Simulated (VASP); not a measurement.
# Tc (P6_3/mmc) in VASP: a series of runs, part 2 of 2

VASP 6.6.1. The steps go on from the part before.

### Step 4. Single point, PBE

This run uses another cell than the first one, of 14.53 Å³/atom.

INCAR reads:

```
SYSTEM = Tc
PREC = Accurate
ENCUT = 520
EDIFF = 1E-7
ISMEAR = -1
SIGMA = 0.05
LREAL = .False.
LASPH = .True.
NELM = 80
ALGO = Normal
ISIF = 2
LWAVE = .False.
LCHARG = .True.
GGA = PE
LELF = .True.
LVHAR = .True.
NBANDS = 34
```

KPOINTS reads:

```
Automatic mesh
0
Gamma
  11 11 3
  0 0 0
```

POSCAR reads:

```
Tc
1.0
    2.7574972454      0.0000000000      0.0000000000
   -1.3787486226      2.3880626653      0.0000000000
    0.0000000000      0.0000000000      8.8277635130
Tc
4
Direct
    0.6666666667      0.3333333333      0.7500000000
    0.0000000000      0.0000000000      0.5000000000
    0.3333333333      0.6666666667      0.2500000000
    0.0000000000      0.0000000000      0.0000000000
```

Potentials or basis: VASP PAW PBE potentials, release 64 (Tc_pv).

The run is started by

```console
> cat potpaw_PBE.64/Tc_pv/POTCAR > POTCAR
> mpirun -np 1 vasp_std > vasp.out
```

OUTCAR:

```text
SYSTEM = Tc
   PREC = Accurate
   ENCUT = 520
   EDIFF = 1E-7
   ISMEAR = -1
   LREAL = .False.
   LASPH = .True.
   NELM = 80
   ISIF = 2
   GGA = PE

 ion  position               nearest neighbor table
   1  0.667  0.333  0.750-   2 2.72   4 2.72   2 2.72   4 2.72   2 2.72   4 2.72
   2  0.000  0.000  0.500-   1 2.72   3 2.72   3 2.72   1 2.72   1 2.72   3 2.72
   3  0.333  0.667  0.250-   2 2.72   4 2.72   2 2.72   4 2.72   2 2.72   4 2.72
   4  0.000  0.000  0.000-   1 2.72   3 2.72   3 2.72   1 2.72   1 2.72   3 2.72

  LATTYP: Found a hexagonal cell.
 ALAT       =     2.7574972454
 C/A-ratio  =     3.2013680259

  Lattice vectors:

 A1 = (   2.7574972454,   0.0000000000,   0.0000000000)
 A2 = (  -1.3787486226,   2.3880626653,   0.0000000000)
 A3 = (   0.0000000000,   0.0000000000,   8.8277635130)

Analysis of symmetry for initial positions (statically):
=====================================================================
 Subroutine PRICEL returns:
 Original cell was already a primitive cell.

 Routine SETGRP: Setting up the symmetry group for a
 hexagonal supercell.

 Subroutine GETGRP returns: Found 24 space group operations
 (whereof 12 operations were pure point group operations)
[... 166 lines left out ...]
  free energy    TOTEN  =       -41.40528284 eV

  energy without entropy =      -41.37954284  energy(sigma->0) =      -41.39241284

 E-fermi :  12.4439     XC(G=0): -13.7092

 val. band max:       12.4284422201   @ k =   0.0909   0.0000   0.0000
 cond. band min:      12.4585489616   @ k =   0.3636   0.0000   0.0000
 fundamental gap:      0.0301067415
 Fermi energy:        12.4439234492

 k-point     1 :       0.0000    0.0000    0.0000
  band No.  band energies     occupation
      1     -27.0498      2.00000
      2     -26.4820      2.00000
      3     -26.3844      2.00000
      4     -25.9906      2.00000
      5     -25.9906      2.00000
      6     -25.9088      2.00000
[... 877 lines left out ...]
     33      14.6771      0.00000
     34      15.2320      0.00000

 [... further k-points ...]
[... 5 lines left out ...]
  --------------------------------------------------------------------------------------
  -------------------------------------------------------------------------------------
  Total       -1.0891009     -1.0891009     -0.4672948     -0.0000000      0.0000000     -0.0000000
  in kB      -30.0169931    -30.0169931    -12.8792327     -0.0000000      0.0000000     -0.0000000
  external PRESSURE =     -24.3044063 kB  Pullay stress =       0.0000000 kB

 VOLUME and BASIS-vectors are now :
 -----------------------------------------------------------------------------
  energy-cutoff  :      520.00
  volume of cell :       58.13
      direct lattice vectors                 reciprocal lattice vectors
     2.757497245  0.000000000  0.000000000     0.362647688  0.209374740  0.000000000
    -1.378748623  2.388062665  0.000000000     0.000000000  0.418749480  0.000000000
     0.000000000  0.000000000  8.827763513     0.000000000  0.000000000  0.113278975

 POSITION                                       TOTAL-FORCE (eV/Angst)
 -----------------------------------------------------------------------------------
      1.37875      0.79602      6.62082         0.000000     -0.000000      0.000000
      0.00000      0.00000      4.41388         0.000000      0.000000     -0.000000
     -0.00000      1.59204      2.20694        -0.000000      0.000000     -0.000000
      0.00000      0.00000      0.00000         0.000000      0.000000     -0.000000
 -----------------------------------------------------------------------------------
    total drift:                               -0.000000      0.000000      0.000000

  FREE ENERGIE OF THE ION-ELECTRON SYSTEM (eV)
  ---------------------------------------------------
  free  energy   TOTEN  =       -41.4052828384 eV

  energy  without entropy=      -41.3795428353  energy(sigma->0) =      -41.39241284
```

OSZICAR:

```text
N       E                     dE             d eps       ncg     rms          rms(c)
DAV:   1     0.714685254355E+03    0.71469E+03   -0.31381E+04  2312   0.159E+03
DAV:   2    -0.173076254827E+02   -0.73199E+03   -0.71390E+03  2364   0.490E+02
DAV:   3    -0.439554701271E+02   -0.26648E+02   -0.25859E+02  2576   0.104E+02
DAV:   4    -0.443721816889E+02   -0.41671E+00   -0.41360E+00  2422   0.133E+01
DAV:   5    -0.443775889948E+02   -0.54073E-02   -0.54040E-02  2420   0.143E+00    0.326E+01
DAV:   6    -0.417308453907E+02    0.26467E+01   -0.63391E+00  2292   0.178E+01    0.984E+00
DAV:   7    -0.414258312187E+02    0.30501E+00   -0.12066E+00  2570   0.703E+00    0.124E+00
DAV:   8    -0.414265604785E+02   -0.72926E-03   -0.10774E-01  2550   0.325E+00    0.127E+00
DAV:   9    -0.414051083950E+02    0.21452E-01   -0.70168E-02  2666   0.252E+00    0.160E-01
DAV:  10    -0.414052880631E+02   -0.17967E-03   -0.24533E-03  2472   0.410E-01    0.312E-02
DAV:  11    -0.414052893841E+02   -0.13210E-05   -0.84688E-05  2596   0.774E-02    0.135E-02
DAV:  12    -0.414052851338E+02    0.42503E-05   -0.43840E-06  2652   0.168E-02    0.481E-03
DAV:  13    -0.414052830437E+02    0.20901E-05   -0.46212E-07  2056   0.605E-03    0.945E-04
DAV:  14    -0.414052827301E+02    0.31356E-06   -0.32788E-08  1148   0.147E-03    0.202E-04
DAV:  15    -0.414052828376E+02   -0.10749E-06   -0.56564E-09  1116   0.573E-04    0.795E-05
DAV:  16    -0.414052828384E+02   -0.78762E-09   -0.11489E-09  1126   0.270E-04
   1 F= -.41405283E+02 E0= -.41392413E+02  d E =-.257400E-01
```

Wall time 1.7 min (1 thread of Intel Xeon 8259CL, shared host); peak memory 0.21 GiB.

What came out:

```yaml
Free_energy: -41.4053 eV
Pressure: -2.4 GPa
Band_gap_on_the_k_mesh: zero (bands 26 and 27 overlap by 2.83 eV)
```

Levels at points of the mesh, in eV from the Fermi level:
```tsv
k point	band 22	band 23	band 24	band 25	band 26	band 27	band 28	band 29	band 30	band 31
(0.00, 0.00, 0.00)	-1.81	-1.46	-1.22	-1.22	-1.11	-1.11	0.27	0.27	0.97	0.97
```

### Step 5. Single point, PBE

This run uses another cell than the first one, of 14.82 Å³/atom.

INCAR reads:

```
ALGO = Normal ; EDIFF = 1E-6
ENCUT = 520 ; GGA = PE
ISIF = 2 ; ISMEAR = -1
LASPH = True ; LCHARG = True
LELF = True ; LREAL = False
LVHAR = True ; LWAVE = False
NBANDS = 34 ; NELM = 100
PREC = Accurate ; SIGMA = 0.05
```

KPOINTS reads:

```
k-points
0
Gamma
  11 11 3
```

POSCAR reads:

```
Tc
1.0
    2.7754035734      0.0000000000      0.0000000000
   -1.3877017866      2.4035700003      0.0000000000
    0.0000000000      0.0000000000      8.8850882589
Tc
4
Direct
    0.6666666667      0.3333333333      0.7500000000
    0.0000000000      0.0000000000      0.5000000000
    0.3333333333      0.6666666667      0.2500000000
    0.0000000000      0.0000000000      0.0000000000
```

The run is started by

```console
> cat potpaw_PBE.64/Tc_pv/POTCAR > POTCAR
> mpirun -np 1 vasp_std > vasp.out
```

It took 89 s on 1 thread of Intel Xeon 8259CL, shared host; peak memory 0.21 GiB.

It converged, with:

```yaml
Free_energy: -41.3698 eV
Pressure: -7.8 GPa
Band_gap_on_the_k_mesh: zero (bands 26 and 27 overlap by 2.74 eV)
```

Stress tensor (GPa, compression positive):
```
-8.35  0.00  0.00
 0.00 -8.35  0.00
 0.00  0.00 -6.81
```

Levels at points of the mesh, in eV from the Fermi level:
| k point | band 24 | band 25 | band 26 | band 27 | band 28 | band 29 |
| --- | --- | --- | --- | --- | --- | --- |
| (0.00, 0.00, 0.00) | -1.18 | -1.18 | -1.08 | -1.08 | 0.26 | 0.26 |

Caveat: the cell stands under tension.

### Step 6. Single point, PBE

This run uses another cell than the first one, of 15.10 Å³/atom.

INCAR reads:

```
ALGO = Normal
EDIFF = 1E-7
ENCUT = 520
GGA = PE
ISIF = 2
ISMEAR = -1
LASPH = T
LCHARG = F
LREAL = F
LWAVE = F
NBANDS = 34
NELM = 80
PREC = Accurate
SIGMA = 0.05
```

KPOINTS is that of step 5.

POSCAR reads:

```
Tc
1.0
    2.7930817798      0.0000000000      0.0000000000
   -1.3965408898      2.4188797761      0.0000000000
    0.0000000000      0.0000000000      8.9416827036
Tc
4
Direct
    0.6666666667      0.3333333333      0.7500000000
    0.0000000000      0.0000000000      0.5000000000
    0.3333333333      0.6666666667      0.2500000000
    0.0000000000      0.0000000000      0.0000000000
```

Potentials or basis: VASP PAW PBE potentials, release 64 (Tc_pv).

The run is started by

```console
> cat potpaw_PBE.64/Tc_pv/POTCAR > POTCAR
> mpirun -np 1 vasp_std > vasp.out
```

Run time: 95 s. Hardware: 1 thread of Intel Xeon 8259CL, shared host; peak memory 0.21 GiB.

The run converged. Its results:

| Item | Value |
| --- | --- |
| Free energy | -41.2979 eV |
| Pressure | -12.7 GPa |
| Band gap on the k mesh | zero (bands 26 and 27 overlap by 2.66 eV) |

Stress tensor (GPa, compression positive):
```
-13.15   0.00   0.00
  0.00 -13.15   0.00
  0.00   0.00 -11.78
```

Levels at points of the mesh, in eV from the Fermi level:
```tsv
k point	band 24	band 25	band 26	band 27	band 28	band 29
(0.00, 0.00, 0.00)	-1.15	-1.15	-1.05	-1.05	0.26	0.26
```

Caveat: the cell stands under tension.

### Step 7. Relaxation of cell and atoms, PBE, target pressure 30 GPa, at which the enthalpy is minimised

This run uses another cell than the first one, of 14.25 Å³/atom.

INCAR reads:

```
PREC = Accurate
ENCUT = 600
EDIFF = 1E-6
ISMEAR = -1
SIGMA = 0.05
LREAL = F
LASPH = T
NELM = 80
ALGO = Normal
ISIF = 3
LWAVE = F
LCHARG = F
GGA = PE
IBRION = 2
NSW = 60
EDIFFG = -0.01
PSTRESS = 300.0
```

KPOINTS reads:

```
regular mesh
0
Gamma
  11 11 3
```

POSCAR reads:

```
Tc
1.0
    2.7393552909      0.0000000000      0.0000000000
   -1.3696776454      2.3723512719      0.0000000000
    0.0000000000      0.0000000000      8.7696844400
Tc
4
Direct
    0.6666666667      0.3333333333      0.7500000000
    0.0000000000      0.0000000000      0.5000000000
    0.3333333333      0.6666666667      0.2500000000
    0.0000000000      0.0000000000      0.0000000000
```

The run is started by

```console
> cat potpaw_PBE.64/Tc_pv/POTCAR > POTCAR
> mpirun -np 1 vasp_std > vasp.out
```

It took 11 min on 1 thread of AMD EPYC 7R43 (Zen 3), shared host; peak memory 0.19 GiB.

Results (log left out):

```
Free energy                                                : -41.0140 eV
Relaxed volume                                             : 13.28 Å³/atom
Relaxed cell                                               : a = 2.671 Å, b = 2.671 Å, c = 8.597 Å, α = 90.00°, β = 90.00°, γ = 120.00°
Space group after relaxing (to 0.1 Å)                      : P6_3/mmc (No. 194)
Energy change on relaxing (the run minimises the enthalpy) : +96.9 meV/atom
Ionic steps                                                : 10
Pressure after relaxing                                    : 30.0 GPa
Band gap on the k mesh                                     : zero (bands 26 and 27 overlap by 3.30 eV)
```

Step by step:
```tsv
step	energy change (eV)	largest force (eV/Å)	pressure (GPa)	volume (Å³)
1	0.0000	0.0000	3.76	56.99
2	10.0299	0.0000	249.06	39.83
3	0.3020	0.0000	26.08	53.61
4	0.3633	0.0000	28.92	53.25
5	0.3884	0.0000	29.98	53.11
6	0.4027	0.0000	30.61	53.04
7	0.3422	0.0000	28.00	53.36
8	0.3783	0.0000	29.60	53.16
9	0.3985	0.0000	30.48	53.06
10	0.3876	0.0000	30.02	53.11
```

Final structure:
```
Tc
1.0
     2.67093    0.00000    0.00000
    -1.33546    2.31309    0.00000
     0.00000    0.00000    8.59700
Tc
4
Direct
  0.66667 0.33333 0.75000
  0.00000 0.00000 0.50000
  0.33333 0.66667 0.25000
  0.00000 0.00000 0.00000
```

Levels at points of the mesh, in eV from the Fermi level:
| k point | band 23 | band 24 | band 25 | band 26 | band 27 | band 28 | band 29 | band 30 |
| --- | --- | --- | --- | --- | --- | --- | --- | --- |
| (0.00, 0.00, 0.00) | -1.76 | -1.43 | -1.43 | -1.29 | -1.29 | 0.31 | 0.31 | 1.10 |

Caveat: the cell is relaxed towards a set pressure, so the run minimises the enthalpy, not the energy.

### Step 8. Overview

| task | cell | cutoff (eV) | gap on the mesh (eV) | pressure (GPa) |
| --- | --- | --- | --- | --- |
| single point | a = 2.721, b = 2.721, c = 8.711 Å, angles 90.0, 90.0, 120.0°, 4 atoms | 520 | none | 10.4 |
| single point | a = 2.739, b = 2.739, c = 8.770 Å, angles 90.0, 90.0, 120.0°, 4 atoms | 520 | none | 3.6 |
| single point | a = 2.757, b = 2.757, c = 8.828 Å, angles 90.0, 90.0, 120.0°, 4 atoms | 520 | none | -2.4 |
| single point | a = 2.775, b = 2.775, c = 8.885 Å, angles 90.0, 90.0, 120.0°, 4 atoms | 520 | none | -7.8 |
| single point | a = 2.793, b = 2.793, c = 8.942 Å, angles 90.0, 90.0, 120.0°, 4 atoms | 520 | none | -12.7 |
| relaxation of cell and atoms | relaxed to 30 GPa from a = 2.739, b = 2.739, c = 8.770 Å, angles 90.0, 90.0, 120.0°, 4 atoms | 600 | none | 30.0 |

Alike in all rows: level PBE; potentials or basis VASP PAW PBE potentials, release 64 (Tc_pv); no spin polarisation; k mesh 11 × 11 × 3; smearing fermi-dirac 0.05 eV.

Caveats: the cell stands under pressure (at least some runs); the cell stands under tension (at least some runs); the cell is relaxed towards a set pressure, so the run minimises the enthalpy, not the energy (at least some runs).

Absolute energies hang on the potentials; compare differences alone.
